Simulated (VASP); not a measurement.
# CdF2 (Fm-3m) in VASP: a series of runs, part 2 of 3

VASP 6.6.1. Earlier steps stand in the parts before.

## 4. Single point, r2SCAN

This run uses another cell than the first one, of 12.10 Å³/atom.

The input, POSCAR:

```
CdF2
1.0
    2.6283325112      2.6283325112      0.0000000000
   -2.6283325112      2.6283325112      0.0000000000
    0.0000000000      2.6283325112      2.6283325112
Cd F
1 2
Direct
    0.0000000000      0.0000000000      0.0000000000
    0.2500000000      0.7500000000      0.5000000000
    0.7500000000      0.2500000000      0.5000000000
```

The input, INCAR.step1:

```
  ALGO = Normal
  EDIFF = 1E-4
  ENCUT = 520
  GGA = PE
  ISMEAR = 0
  LASPH = True
  LCHARG = False
  LREAL = False
  LWAVE = True
  NBANDS = 20
  NELM = 100
  PREC = Accurate
  SIGMA = 0.01
```

The input, INCAR.step2:

```
  ALGO = Normal
  EDIFF = 1E-6
  ENCUT = 520
  ISIF = 2
  ISMEAR = 0
  ISTART = 1
  LASPH = True
  LCHARG = False
  LMIXTAU = True
  LREAL = False
  LWAVE = False
  METAGGA = R2SCAN
  NBANDS = 20
  NELM = 100
  PREC = Accurate
  SIGMA = 0.01
```

The input, KPOINTS:

```
k-points
0
Gamma
  8 8 8
```

Potentials or basis: VASP PAW PBE potentials, release 64 (Cd, F).

The run is started by

```bash
$ cat potpaw_PBE.64/Cd/POTCAR potpaw_PBE.64/F/POTCAR > POTCAR
$ cp INCAR.step1 INCAR
$ mpirun -np 1 vasp_std > vasp.out
$ cp INCAR.step2 INCAR
$ mpirun -np 1 vasp_std > vasp.out
```

OUTCAR:

```text
EDIFF = 1E-6
   ENCUT = 520
   ISIF = 2
   ISMEAR = 0
   ISTART = 1
   LASPH = True
   LREAL = False
   METAGGA = R2SCAN
   NELM = 100
   PREC = Accurate

 ion  position               nearest neighbor table
   1  0.000  0.000  0.000-   3 2.28   2 2.28   2 2.28   3 2.28   2 2.28   3 2.28   3 2.28   2 2.28

   2  0.250  0.750  0.500-   1 2.28   1 2.28   1 2.28   1 2.28
   3  0.750  0.250  0.500-   1 2.28   1 2.28   1 2.28   1 2.28

  LATTYP: Found a face centered cubic cell.
 ALAT       =     5.2566650224

  Lattice vectors:

 A1 = (   0.0000000000,   2.6283325112,   2.6283325112)
 A2 = (   2.6283325112,   0.0000000000,   2.6283325112)
 A3 = (   2.6283325112,   2.6283325112,   0.0000000000)

Analysis of symmetry for initial positions (statically):
=====================================================================
 Subroutine PRICEL returns:
 Original cell was already a primitive cell.

 Routine SETGRP: Setting up the symmetry group for a
 face centered cubic supercell.

 Subroutine GETGRP returns: Found 48 space group operations
 (whereof 48 operations were pure point group operations)
 out of a pool of 48 trial point group operations.

The static configuration has the point symmetry O_h .

Analysis of symmetry for dynamics (positions and initial velocities):
=====================================================================
 Subroutine PRICEL returns:
 Original cell was already a primitive cell.

 Routine SETGRP: Setting up the symmetry group for a
 face centered cubic supercell.

 Subroutine GETGRP returns: Found 48 space group operations
 (whereof 48 operations were pure point group operations)
 out of a pool of 48 trial point group operations.

The dynamic configuration has the point symmetry O_h .

 Subroutine INISYM returns: Found 48 space group operations
 (whereof 48 operations are pure point group operations),
[... 113 lines left out ...]
   ISMEAR =     0;   SIGMA  =   0.01  broadening in eV -4-tet -1-fermi 0-gaus
   EFERMI_NEDOS =   21; number of points for ismear=-14 and -15
   IALGO  =     38    algorithm
   IMIX   =      4    mixing-type and parameters
     AMIX     =   0.40;   BMIX     =  1.00
     AMIX_MAG =   1.60;   BMIX_MAG =  1.00
  volume/ion in A,a.u.               =      12.10        81.69
  Fermi-wavevector in a.u.,A,eV,Ry     =   1.464566  2.767629 29.183869  2.144954
  Thomas-Fermi vector in A             =   2.580527
   LORBIT       =      0    0 simple, 1 ext, 2 COOP (PROOUT), +10 PAW based schemes
   METAGGA = R2SCAN    functional components
   LHFCALC =     F    Hartree Fock is set to
   AEXX    =    0.0000 exact exchange contribution
   IVDW    =     0    specifies the selected vdW correction
   LEPSILON=     F    determine dielectric tensor
   LRPA    =     F    only Hartree local field effects (RPA)
 non-spin polarized calculation
 Gauss-broadening in eV      SIGMA  =   0.01
  energy-cutoff  :      520.00
  volume of cell :       36.31
 maximum number of plane-waves:       992
   NGX = 13   NGY = 13   NGZ = 13

 number of electron      26.0000021 magnetization

 Free energy of the ion-electron system (eV)
  ---------------------------------------------------
  ext. energy  EPLUGINS =         0.00000000
  ---------------------------------------------------
  free energy    TOTEN  =       -33.60993700 eV

  energy without entropy =      -33.60993700  energy(sigma->0) =      -33.60993700

 E-fermi :  -1.2019     XC(G=0): -11.4870

 val. band max:       -1.2743011450   @ k =   0.5000   0.5000   0.2500
 cond. band min:       2.7447002385   @ k =   0.0000   0.0000   0.0000
 fundamental gap:      4.0190013835
 Fermi energy:        -1.2019439515

 k-point     1 :       0.0000    0.0000    0.0000
  band No.  band energies     occupation
      1     -23.6666      2.00000
      2     -22.3826      2.00000
      3      -7.1914      2.00000
      4      -7.1914      2.00000
      5      -7.1914      2.00000
      6      -5.5829      2.00000
[... 541 lines left out ...]
     19      18.7892      0.00000
     20      22.7960      0.00000

 [... further k-points ...]

------------------------ aborting loop because EDIFF is reached ----------------------------------------

  FORCE on cell =-STRESS in cart. coord.  units (eV):
  Direction    XX          YY          ZZ          XY          YZ          ZX
  --------------------------------------------------------------------------------------
  -------------------------------------------------------------------------------------
  Total        2.6205770      2.6205770      2.6205770     -0.0000000     -0.0000000     -0.0000000
  in kB      115.6209633    115.6209633    115.6209633     -0.0000000     -0.0000000     -0.0000000
  external PRESSURE =     115.6209633 kB  Pullay stress =       0.0000000 kB

 VOLUME and BASIS-vectors are now :
 -----------------------------------------------------------------------------
  energy-cutoff  :      520.00
  volume of cell :       36.31
      direct lattice vectors                 reciprocal lattice vectors
     2.628332511  2.628332511  0.000000000     0.190234682  0.190234682 -0.190234682
    -2.628332511  2.628332511  0.000000000    -0.190234682  0.190234682 -0.190234682
     0.000000000  2.628332511  2.628332511     0.000000000  0.000000000  0.380469364

 POSITION                                       TOTAL-FORCE (eV/Angst)
 -----------------------------------------------------------------------------------
      0.00000      0.00000      0.00000        -0.000000     -0.000000      0.000000
     -1.31417      3.94250      1.31417         0.000000     -0.000000     -0.000000
      1.31417      3.94250      1.31417        -0.000000      0.000000      0.000000
 -----------------------------------------------------------------------------------
    total drift:                                0.000000      0.000000     -0.000000

  FREE ENERGIE OF THE ION-ELECTRON SYSTEM (eV)
  ---------------------------------------------------
  free  energy   TOTEN  =       -33.6099370032 eV

  energy  without entropy=      -33.6099370032  energy(sigma->0) =      -33.60993700
```

OSZICAR.step1:

```text
N       E                     dE             d eps       ncg     rms          rms(c)
DAV:   1     0.197108749976E+03    0.19711E+03   -0.15740E+04  1208   0.134E+03
DAV:   2    -0.404029856519E+01   -0.20115E+03   -0.19204E+03  1284   0.346E+02
DAV:   3    -0.122457120660E+02   -0.82054E+01   -0.81836E+01  1340   0.762E+01
DAV:   4    -0.122811040375E+02   -0.35392E-01   -0.35390E-01  1244   0.507E+00
DAV:   5    -0.122812305057E+02   -0.12647E-03   -0.12647E-03  1340   0.272E-01    0.115E+01
DAV:   6    -0.106228772824E+02    0.16584E+01   -0.37202E+00  1448   0.351E+01    0.849E+00
DAV:   7    -0.106670236063E+02   -0.44146E-01   -0.83556E-01  1180   0.836E+00    0.485E+00
DAV:   8    -0.106632940940E+02    0.37295E-02   -0.10741E-01  1192   0.337E+00    0.645E-01
DAV:   9    -0.106562984369E+02    0.69957E-02   -0.26781E-02  1416   0.231E+00    0.807E-02
DAV:  10    -0.106568791238E+02   -0.58069E-03   -0.26475E-03  1196   0.520E-01    0.111E-01
DAV:  11    -0.106569687776E+02   -0.89654E-04   -0.78226E-05  1020   0.775E-02
   1 F= -.10656969E+02 E0= -.10656969E+02  d E =-.796912E-49
```

It took 2.9 min on 1 thread of Intel Xeon 8259CL, shared host; peak memory 0.17 GiB.

What came out:

| Quantity | Value |
| --- | --- |
| Free energy | -33.6099 eV |
| Pressure | 11.6 GPa |
| Band gap on the k mesh | 4.02 eV (least direct gap 4.41 eV) |

Levels at points of the mesh, in eV from the valence-band top:
```tsv
k point	band 10	band 11	band 12	band 13	band 14	band 15	band 16	band 17
(0.00, 0.00, 0.00)	-1.20	-0.39	-0.39	-0.39	4.02	13.97	13.97	13.97
(0.50, 0.00, 0.00)	-2.16	-2.16	-0.34	-0.34	8.59	9.93	16.29	16.29
(0.50, 0.50, 0.00)	-3.11	-0.68	-0.10	-0.10	9.52	10.99	12.35	16.01
```

Caveat: the cell stands under pressure; the PAW data sets were made with another functional, which shifts forces and pressure a little. A k mesh can miss the band edges.

## 5. Single point, r2SCAN

This run uses another cell than the first one, of 12.35 Å³/atom.

The input, POSCAR:

```
CdF2
1.0
    2.6456748444      2.6456748444      0.0000000000
   -2.6456748444      2.6456748444      0.0000000000
    0.0000000000      2.6456748444      2.6456748444
Cd F
1 2
Direct
    0.0000000000      0.0000000000      0.0000000000
    0.2500000000      0.7500000000      0.5000000000
    0.7500000000      0.2500000000      0.5000000000
```

The input, INCAR.step1:

```
PREC = Accurate
ENCUT = 520
ISMEAR = 0
SIGMA = 0.01
LREAL = False
LASPH = True
NELM = 100
NBANDS = 20
GGA = PE
ALGO = Normal
EDIFF = 1E-4
LWAVE = True
LCHARG = False
```

The input, INCAR.step2:

```
PREC = Accurate
ENCUT = 520
EDIFF = 1E-6
ISMEAR = 0
SIGMA = 0.01
LREAL = False
LASPH = True
NELM = 100
ALGO = Normal
ISIF = 2
LWAVE = False
LCHARG = False
METAGGA = R2SCAN
LMIXTAU = True
NBANDS = 20
ISTART = 1
```

The input, KPOINTS:

```
regular mesh
0
Gamma
  8 8 8
```

The run is started by

```bash
$ cat potpaw_PBE.64/Cd/POTCAR potpaw_PBE.64/F/POTCAR > POTCAR
$ cp INCAR.step1 INCAR
$ mpirun -np 1 vasp_std > vasp.out
$ cp INCAR.step2 INCAR
$ mpirun -np 1 vasp_std > vasp.out
```

It took 3.1 min on 1 thread of Intel Xeon 8259CL, shared host; peak memory 0.17 GiB.

Results (log left out):

- Free energy: -33.6565 eV
- Pressure: 8.4 GPa
- Band gap on the k mesh: 3.95 eV (least direct gap 4.37 eV)

Levels at points of the mesh, in eV from the valence-band top:
```csv
k point,band 10,band 11,band 12,band 13,band 14,band 15,band 16,band 17
"(0.00, 0.00, 0.00)",-1.14,-0.42,-0.42,-0.42,3.95,13.88,13.88,13.88
"(0.50, 0.00, 0.00)",-2.07,-2.07,-0.36,-0.36,8.43,9.87,16.10,16.10
"(0.50, 0.50, 0.00)",-3.10,-0.63,-0.10,-0.10,9.35,10.87,12.30,15.82
```

Caveat: the cell stands under pressure; the PAW data sets were made with another functional, which shifts forces and pressure a little. A k mesh can miss the band edges.

(Continued in part 3 of 3.)
